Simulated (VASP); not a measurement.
# Ge (Cmmm) in VASP: notebook

Ge is run at these levels: PBEsol; tasks: single point.

Everything below comes from runs of VASP 6.6.1. Logs are shortened: lines on timing, memory, paths and dates and some standing lists are left out, and cuts for length are marked.

## (1) The cell of the first run

It takes space group Cmmm (No. 65, orthorhombic). Conventional cell: a = 2.724 Å, b = 5.071 Å, c = 2.563 Å, α = 90.00°, β = 90.00°, γ = 90.00°. Within 3.4 Å of Ge (site symmetry mmm) lie 8 Ge at 2.56 to 2.88 Å.

## (2) Single point, PBEsol (strain -0.025 along x and y, -0.050 along z)

The input, INCAR:

```
SYSTEM = Ge
ALGO = Normal ; EDIFF = 1E-6
ENCUT = 520 ; GGA = PS
ISIF = 2 ; ISMEAR = 0
LASPH = .TRUE. ; LCHARG = .FALSE.
LREAL = .FALSE. ; LWAVE = .FALSE.
NBANDS = 13 ; NELM = 80
PREC = Accurate ; SIGMA = 0.15
```

The input, KPOINTS:

```
k-points
0
G
  20 20 18
  0 0 0
```

The input, POSCAR:

```
Ge
1.0
    1.3622202750     -2.5355031000      0.0000000000
    1.3622202750      2.5355031000      0.0000000000
    0.0000000000      0.0000000000      2.5633194500
Ge
1
Direct
    0.5000000000      0.5000000000      0.0000000000
```

Potentials or basis: VASP PAW PBE potentials, release 64 (Ge_d).

On the command line:

```sh
$ cat potpaw_PBE.64/Ge_d/POTCAR > POTCAR
$ mpirun -np 1 vasp_std > vasp.out
```

OUTCAR:

```text
SYSTEM = Ge
   EDIFF = 1E-6
   ENCUT = 520
   GGA = PS
   ISIF = 2
   ISMEAR = 0
   LASPH = .TRUE.
   LREAL = .FALSE.
   NELM = 80
   PREC = Accurate

 ion  position               nearest neighbor table
   1  0.500  0.500  0.000-

  LATTYP: Found a base centered orthorhombic cell.
 ALAT       =     2.7244405500
 B/A-ratio  =     1.8613018368
 C/A-ratio  =     0.9408608494

  Lattice vectors:

 A1 = (   1.3622202750,  -2.5355031000,   0.0000000000)
 A2 = (   1.3622202750,   2.5355031000,   0.0000000000)
 A3 = (   0.0000000000,   0.0000000000,   2.5633194500)

Analysis of symmetry for initial positions (statically):
=====================================================================
 Subroutine PRICEL returns:
 Original cell was already a primitive cell.

 Routine SETGRP: Setting up the symmetry group for a
 base centered orthorhombic supercell.

 Subroutine GETGRP returns: Found  8 space group operations
 (whereof  8 operations were pure point group operations)
 out of a pool of  8 trial point group operations.

The static configuration has the point symmetry D_2h.

Analysis of symmetry for dynamics (positions and initial velocities):
=====================================================================
 Subroutine PRICEL returns:
 Original cell was already a primitive cell.

 Routine SETGRP: Setting up the symmetry group for a
 base centered orthorhombic supercell.

 Subroutine GETGRP returns: Found  8 space group operations
 (whereof  8 operations were pure point group operations)
 out of a pool of  8 trial point group operations.

The dynamic configuration has the point symmetry D_2h.

 Subroutine INISYM returns: Found  8 space group operations
 (whereof  8 operations are pure point group operations),
 and found     1 'primitive' translations

----------------------------------------------------------------------------------------

                                     Primitive cell

  volume of cell :      17.7070

  direct lattice vectors                    reciprocal lattice vectors
     1.362220275 -2.535503100  0.000000000     0.367047833 -0.197199522  0.000000000
     1.362220275  2.535503100  0.000000000     0.367047833  0.197199522  0.000000000
     0.000000000  0.000000000  2.563319450     0.000000000  0.000000000  0.390119148

  length of vectors
     2.878266848  2.878266848  2.563319450     0.416667449  0.416667449  0.390119148

  position of ions in fractional coordinates (direct lattice)
[... 80 lines left out ...]
   NSW    =      0    number of steps for IOM
   IBRION =     -1    ionic relax: 0-MD 1-quasi-New 2-CG
   NFREE  =      0    steps in history (QN), initial steepest desc. (CG)
   ISIF   =      2    stress and relaxation
   ISYM   =      2    0-nonsym 1-usesym 2-fastsym
   POTIM  = 0.5000    time-step for ionic-motion
   TEBEG  =    0.0;   TEEND  =   0.0 temperature during run
   PSTRESS=    0.0 pullay stress
   NELECT =      14.0000    total number of electrons
   NUPDOWN=      -1.0000    fix difference up-down
   EMIN   =  10.00;   EMAX   =-10.00  energy-range for DOS
   EFERMI =   0.00;   METHOD = LEGACY
   ISMEAR =     0;   SIGMA  =   0.15  broadening in eV -4-tet -1-fermi 0-gaus
   EFERMI_NEDOS =   21; number of points for ismear=-14 and -15
   IALGO  =     38    algorithm
   IMIX   =      4    mixing-type and parameters
     AMIX     =   0.40;   BMIX     =  1.00
     AMIX_MAG =   1.60;   BMIX_MAG =  1.00
  volume/ion in A,a.u.               =      17.71       119.49
  Fermi-wavevector in a.u.,A,eV,Ry     =   1.513803  2.860673 31.179115  2.291600
  Thomas-Fermi vector in A             =   2.623546
   LORBIT       =      0    0 simple, 1 ext, 2 COOP (PROOUT), +10 PAW based schemes
   GGA     = PS    functional components
   LHFCALC =     F    Hartree Fock is set to
   AEXX    =    0.0000 exact exchange contribution
   IVDW    =     0    specifies the selected vdW correction
   LEPSILON=     F    determine dielectric tensor
   LRPA    =     F    only Hartree local field effects (RPA)
 non-spin polarized calculation
 Gauss-broadening in eV      SIGMA  =   0.15
  energy-cutoff  :      520.00
  volume of cell :       17.71
 maximum number of plane-waves:       495
 NGX is ok and might be reduce to    24
   NGX = 11   NGY = 11   NGZ =  9

 number of electron      13.9999999 magnetization

 Free energy of the ion-electron system (eV)
  ---------------------------------------------------
  ext. energy  EPLUGINS =         0.00000000
  ---------------------------------------------------
  free energy    TOTEN  =        -4.73591417 eV

  energy without entropy =       -4.73097788  energy(sigma->0) =       -4.73344603

 E-fermi :   7.2386     XC(G=0): -11.7026

 val. band max:        7.2385526989   @ k =  -0.3500   0.3500   0.3889
 cond. band min:       7.2501719252   @ k =   0.2500   0.2500   0.2222
 fundamental gap:      0.0116192263
 Fermi energy:         7.2385974203

 k-point     1 :       0.0000    0.0000    0.0000
  band No.  band energies     occupation
      1     -17.5898      2.00000
      2     -17.4726      2.00000
      3     -17.4089      2.00000
      4     -17.2726      2.00000
      5     -17.2532      2.00000
      6      -6.5458      2.00000
      7      14.6469      0.00000
      8      15.1489      0.00000
      9      16.2796      0.00000
     10      18.1742      0.00000
     11      20.1416      0.00000
     12      22.5550      0.00000
     13      22.8356      0.00000
[... 354 lines left out ...]
  band No.  band energies     occupation
      1     -17.5448      2.00000
      2     -17.4422      2.00000
      3     -17.3393      2.00000
      4     -17.3036      2.00000
      5     -17.2797      2.00000
      6      -3.8365      2.00000
      7       5.7127      2.00000
      8      10.4928      0.00000
      9      16.4956      0.00000
     10      17.6635      0.00000
     11      21.9036      0.00000
     12      28.8964      0.00000
     13      29.0461      0.00000

 [... further k-points ...]
[... 5 lines left out ...]
  --------------------------------------------------------------------------------------
  -------------------------------------------------------------------------------------
  Total        0.3198810     -0.0002143      0.8191392      0.0000000      0.0000000      0.0000000
  in kB       28.9437478     -0.0193895     74.1180661      0.0000000      0.0000000      0.0000000
  external PRESSURE =      34.3474748 kB  Pullay stress =       0.0000000 kB

 VOLUME and BASIS-vectors are now :
 -----------------------------------------------------------------------------
  energy-cutoff  :      520.00
  volume of cell :       17.71
      direct lattice vectors                 reciprocal lattice vectors
     1.362220275 -2.535503100  0.000000000     0.367047833 -0.197199522  0.000000000
     1.362220275  2.535503100  0.000000000     0.367047833  0.197199522  0.000000000
     0.000000000  0.000000000  2.563319450     0.000000000  0.000000000  0.390119148

 POSITION                                       TOTAL-FORCE (eV/Angst)
 -----------------------------------------------------------------------------------
      1.36222      0.00000      0.00000         0.000000      0.000000      0.000000
 -----------------------------------------------------------------------------------
    total drift:                               -0.000000     -0.000000     -0.000000

  FREE ENERGIE OF THE ION-ELECTRON SYSTEM (eV)
  ---------------------------------------------------
  free  energy   TOTEN  =        -4.7359141681 eV

  energy  without entropy=       -4.7309778830  energy(sigma->0) =       -4.73344603
```

OSZICAR:

```text
N       E                     dE             d eps       ncg     rms          rms(c)
DAV:   1     0.620110172624E+02    0.62011E+02   -0.70080E+03 31129   0.301E+03
DAV:   2     0.416038445269E+00   -0.61595E+02   -0.58782E+02 30855   0.412E+02
DAV:   3    -0.469705739299E+01   -0.51131E+01   -0.50898E+01 32767   0.694E+01
DAV:   4    -0.476245513029E+01   -0.65398E-01   -0.65389E-01 33100   0.850E+00
DAV:   5    -0.476306779037E+01   -0.61266E-03   -0.61266E-03 33519   0.905E-01    0.163E+00
DAV:   6    -0.474384601832E+01    0.19222E-01   -0.13404E-02 36259   0.275E+00    0.891E-01
DAV:   7    -0.473620182502E+01    0.76442E-02   -0.82737E-03 38202   0.182E+00    0.945E-02
DAV:   8    -0.473591463706E+01    0.28719E-03   -0.83773E-04 34990   0.686E-01    0.319E-02
DAV:   9    -0.473591417355E+01    0.46351E-06   -0.16285E-05 36460   0.536E-02    0.876E-03
DAV:  10    -0.473591416814E+01    0.54042E-08   -0.53525E-07 24306   0.101E-02
   1 F= -.47359142E+01 E0= -.47334460E+01  d E =-.493629E-02
```

It took 66 s on 1 thread of Intel Xeon 6975P-C, shared host; peak memory 0.34 GiB.

What came out:

| Quantity | Value |
| --- | --- |
| Free energy | -4.7359 eV |
| Pressure | 3.4 GPa |
| Band gap on the k mesh | zero (band 7 reaches 14.65 eV, above the bottom of band 8 at 3.83 eV) |

Stress tensor (GPa, compression positive):
```
2.89 0.00 0.00
0.00 0.00 0.00
0.00 0.00 7.41
```

Caveat: the cell differs from its parent crystal (strain -0.025 along x and y, -0.050 along z); the PAW data sets were made with another functional, which shifts forces and pressure a little.

## (3) Single point, PBEsol (strain -0.050 along x and y, +0.025 along z)

The input, INCAR:

```
PREC = Accurate
ENCUT = 520
EDIFF = 1E-6
ISMEAR = 0
SIGMA = 0.15
LREAL = F
LASPH = T
NELM = 80
ALGO = Normal
ISIF = 2
LWAVE = F
LCHARG = F
GGA = PS
NBANDS = 13
```

The input, KPOINTS:

```
regular mesh
0
Gamma
  20 20 18
```

The input, POSCAR:

```
Ge
1.0
    1.3272915500     -2.4704902000      0.0000000000
    1.3272915500      2.4704902000      0.0000000000
    0.0000000000      0.0000000000      2.7656867750
Ge
1
Direct
    0.5000000000      0.5000000000      0.0000000000
```

Potentials or basis: VASP PAW PBE potentials, release 64 (Ge_d).

On the command line:

```sh
$ cat potpaw_PBE.64/Ge_d/POTCAR > POTCAR
$ mpirun -np 1 vasp_std > vasp.out
```

It took 85 s on 1 thread of Intel Xeon 6975P-C, shared host; peak memory 0.34 GiB.

The run converged. Its results:

| Quantity | Value |
| --- | --- |
| Free energy | -4.7067 eV |
| Pressure | 2.2 GPa |
| Band gap on the k mesh | zero (band 7 reaches 12.65 eV, above the bottom of band 8 at 3.91 eV) |

Stress tensor (GPa, compression positive):
```
 8.68  0.00  0.00
 0.00  4.83  0.00
 0.00  0.00 -6.97
```

Levels at points of the mesh, in eV from the Fermi level:
| k point | band 5 | band 6 | band 7 | band 8 | band 9 | band 10 |
| --- | --- | --- | --- | --- | --- | --- |
| (0.00, 0.00, 0.00) | -24.46 | -13.58 | 5.11 | 8.88 | 9.02 | 10.69 |
| (0.50, 0.00, 0.00) | -24.45 | -7.40 | -5.75 | 4.41 | 8.45 | 9.90 |
| (0.50, 0.50, 0.00) | -24.46 | -8.41 | -6.03 | 6.46 | 9.11 | 10.30 |
| (0.00, 0.00, 0.50) | -24.50 | -10.25 | -6.23 | 11.38 | 13.21 | 17.01 |
| (0.50, 0.00, 0.50) | -24.38 | -3.67 | -3.12 | -1.23 | 3.46 | 6.91 |
| (0.50, 0.50, 0.50) | -24.41 | -4.80 | -3.33 | -2.00 | 3.00 | 8.98 |

Caveat: the cell differs from its parent crystal (strain -0.050 along x and y, +0.025 along z); the PAW data sets were made with another functional, which shifts forces and pressure a little.
